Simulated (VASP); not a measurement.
# MoS2 in VASP: notebook, part 2 of 2

VASP 6.6.1. The steps go on from the part before.

## 3. Single point, PBEsol

This run uses another cell than the first one.

INCAR

```
SYSTEM = MoS2
PREC = Accurate ; ENCUT = 520
EDIFF = 1E-6 ; ISMEAR = 0
SIGMA = 0.1 ; LREAL = Auto
LASPH = .True. ; NELM = 60
ALGO = Normal ; ISIF = 2
LWAVE = .False. ; LCHARG = .True.
GGA = PS ; LELF = .True.
LVHAR = .True. ; ISYM = 0
NBANDS = 78
```

KPOINTS

```
regular mesh
0
Gamma
  11 6 1
  0 0 0
```

POSCAR

```
MoS2
1.0
    3.1204069007      0.0000000000      0.0000000000
   -1.5602034504      6.1523257965      0.0000000000
    0.0000000000      0.0000000000     20.0062408585
S Mo
10 5
Direct
    0.8927216589      0.7854433177      0.1999376109
    0.1715891271      0.3431782541      0.2655832356
    0.4248770518      0.8497541037      0.3335573993
    0.7037445200      0.4074890401      0.3992030240
    0.9570324448      0.9140648896      0.4671771876
    0.2358999130      0.4717998260      0.5328228124
    0.4891878378      0.9783756755      0.6007969760
    0.7680553060      0.5361106119      0.6664426007
    0.0213432307      0.0426864615      0.7344167644
    0.3002106989      0.6004213979      0.8000623891
    0.5321553930      0.0643107859      0.2327604233
    0.0643107859      0.1286215719      0.3663802116
    0.5964661789      0.1929323578      0.5000000000
    0.1286215719      0.2572431437      0.6336197884
    0.6607769648      0.3215539297      0.7672395767
```

Potentials or basis: VASP PAW PBE potentials, release 64 (S, Mo_sv).

Launch:

```
$ cat potpaw_PBE.64/S/POTCAR potpaw_PBE.64/Mo_sv/POTCAR > POTCAR
$ mpirun -np 1 vasp_std > vasp.out
```

OUTCAR:

```text
SYSTEM = MoS2
   PREC = Accurate
   ENCUT = 520
   EDIFF = 1E-6
   ISMEAR = 0
   LREAL = Auto
   LASPH = .True.
   NELM = 60
   ISIF = 2
   GGA = PS
   ISYM = 0

 ion  position               nearest neighbor table
   1  0.893  0.785  0.200-  11 2.41  11 2.41
   2  0.172  0.343  0.266-  11 2.41  11 2.41  12 2.41
   3  0.425  0.850  0.334-  12 2.41  12 2.41  11 2.41
   4  0.704  0.407  0.399-  12 2.41  12 2.41  13 2.41
   5  0.957  0.914  0.467-  13 2.41  13 2.41  12 2.41
   6  0.236  0.472  0.533-  13 2.41  13 2.41  14 2.41
   7  0.489  0.978  0.601-  14 2.41  14 2.41  13 2.41
[... 2150 lines left out ...]
      direct lattice vectors                 reciprocal lattice vectors
     3.120406901  0.000000000  0.000000000     0.320471026  0.081270078  0.000000000
    -1.560203450  6.152325797  0.000000000     0.000000000  0.162540157  0.000000000
     0.000000000  0.000000000 20.006240859     0.000000000  0.000000000  0.049984403

 POSITION                                       TOTAL-FORCE (eV/Angst)
 -----------------------------------------------------------------------------------
      1.56020      4.83230      4.00000         0.000624      1.574943     -0.514494
      0.00000      2.11134      5.31332         0.000131      0.245462     -1.012342
     -0.00000      5.22796      6.67323         0.000005      0.673552     -1.140608
      1.56020      2.50701      7.98655         0.000094     -0.049683     -0.063536
      1.56020      5.62362      9.34646        -0.001070      0.165963     -0.136341
     -0.00000      2.90267     10.65978        -0.000461     -0.165901      0.137364
      0.00000      6.01929     12.01969         0.000508      0.047887      0.062470
      1.56020      3.29833     13.33301         0.000846     -0.673408      1.139055
     -0.00000      0.26262     14.69292        -0.000414     -0.244401      1.014752
     -0.00000      3.69399     16.00624         0.000171     -1.576794      0.513775
      1.56020      0.39566      4.65666        -0.000473     -2.526501      2.851392
     -0.00000      0.79132      7.32989        -0.000133     -0.040221     -0.183496
      1.56020      1.18698     10.00312         0.000004      0.000488      0.000022
      0.00000      1.58264     12.67635         0.000093      0.041384      0.183865
      1.56020      1.97830     15.34958         0.000075      2.527229     -2.851876
 -----------------------------------------------------------------------------------
    total drift:                                0.000251     -0.004538      0.002145

  FREE ENERGIE OF THE ION-ELECTRON SYSTEM (eV)
  ---------------------------------------------------
  free  energy   TOTEN  =      -110.3241963705 eV

  energy  without entropy=     -110.2704895954  energy(sigma->0) =     -110.29734298
```

OSZICAR:

```text
N       E                     dE             d eps       ncg     rms          rms(c)
DAV:   1     0.117117590243E+04    0.11712E+04   -0.71063E+04  6232   0.151E+03
DAV:   2    -0.314426778820E+02   -0.12026E+04   -0.11707E+04  6414   0.377E+02
DAV:   3    -0.115390463604E+03   -0.83948E+02   -0.81141E+02  6600   0.865E+01
[... 18 lines left out ...]
DAV:  22    -0.110324079650E+03   -0.17182E-03   -0.81301E-05  6250   0.319E-02    0.366E-02
DAV:  23    -0.110324143292E+03   -0.63642E-04   -0.16700E-05  5672   0.129E-02    0.284E-02
DAV:  24    -0.110324179788E+03   -0.36496E-04   -0.71479E-06  5150   0.895E-03    0.145E-02
DAV:  25    -0.110324195540E+03   -0.15752E-04   -0.17750E-05  5548   0.143E-02    0.108E-02
DAV:  26    -0.110324196370E+03   -0.83061E-06   -0.15086E-06  4106   0.493E-03
   1 F= -.11032420E+03 E0= -.11029734E+03  d E =-.537068E-01
```

stdout:

```text
POSCAR found type information on POSCAR S Mo
 POSCAR found :  2 types and      15 ions
 scaLAPACK will be used
 -----------------------------------------------------------------------------
|                                                                             |
|                                                                             |
|     You enforced a specific xc type in the INCAR file but a different       |
[... 22 lines left out ...]
 -----------------------------------------------------------------------------

 POSCAR, INCAR and KPOINTS ok, starting setup
 FFT: planning ... GRIDC
 FFT: planning ... GRID_SOFT
 FFT: planning ... GRID
 WAVECAR not read
 entering main loop
```

Run time: 19 min. Hardware: 1 thread of AMD EPYC 9R45 (Zen 5), shared host; peak memory 0.78 GiB.

Results:

```
Free energy            : -110.3242 eV
Largest force          : 3.811 eV/Å
Band gap on the k mesh : zero (bands 65 and 66 overlap by 0.41 eV)
```

Forces in eV/Å, atoms in the order of the input:
```
S    0.001  1.575 -0.514
S    0.000  0.245 -1.012
S    0.000  0.674 -1.141
S    0.000 -0.050 -0.064
S   -0.001  0.166 -0.136
S    0.000 -0.166  0.137
S    0.001  0.048  0.062
S    0.001 -0.673  1.139
S    0.000 -0.244  1.015
S    0.000 -1.577  0.514
Mo   0.000 -2.527  2.851
Mo   0.000 -0.040 -0.183
Mo   0.000  0.000  0.000
Mo   0.000  0.041  0.184
Mo   0.000  2.527 -2.852
```

Levels at points of the mesh, in eV from the Fermi level:
```tsv
k point	band 61	band 62	band 63	band 64	band 65	band 66	band 67	band 68	band 69	band 70
(0.00, 0.00, 0.00)	-1.32	-1.30	-1.05	-0.98	-0.69	-0.03	0.09	0.35	0.58	0.71
(0.00, 0.50, 0.00)	-1.25	-1.03	-0.77	-0.75	-0.21	-0.19	-0.05	0.45	0.79	0.82
```

Caveat: the PAW data sets were made with another functional, which shifts forces and pressure a little.
